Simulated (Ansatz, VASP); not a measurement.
Rh: VASP beside Ansatz

```
CELL_PARAMETERS angstrom
2.68751 0.00000 0.00000
-1.34376 2.32745 0.00000
0.00000 0.00000 24.77740
ATOMIC_POSITIONS crystal
Rh 0.83333 0.16667 0.32473
Rh 0.16667 0.83333 0.41161
Rh 0.50000 0.50000 0.50000
Rh 0.83333 0.16667 0.58839
Rh 0.16667 0.83333 0.67527
```

Alike in both runs: task single point; functional r2SCAN; k mesh 15 × 15 × 1; occupations fermi-dirac, width 0.08 eV; no spin polarisation.

```csv
,VASP,Ansatz
version,VASP 6.6.1,Ansatz 0.2.0
potentials or method,"VASP PAW PBE potentials, release 64 (Rh_pv)","PAW with Ansatz's default frozen-core files, scalar-relativistic"
plane-wave cutoff (eV),440,500
valence electrons in the cell,75,85
```

Ansatz gave:

```
rms of the force components (eV/Å) : 0.000
```

Q: Estimate VASP's values.

A: rms of the force components (eV/Å): 0.019.

VASP's potentials were made for PBE, not for r2SCAN. Atom by atom the forces differ by 0.019 eV/Å (rms over components). VASP's potentials hold 75 valence electrons a cell and Ansatz's 85, so a difference there can come from the potentials and not from the codes. Ansatz's warnings: slab cell height set.
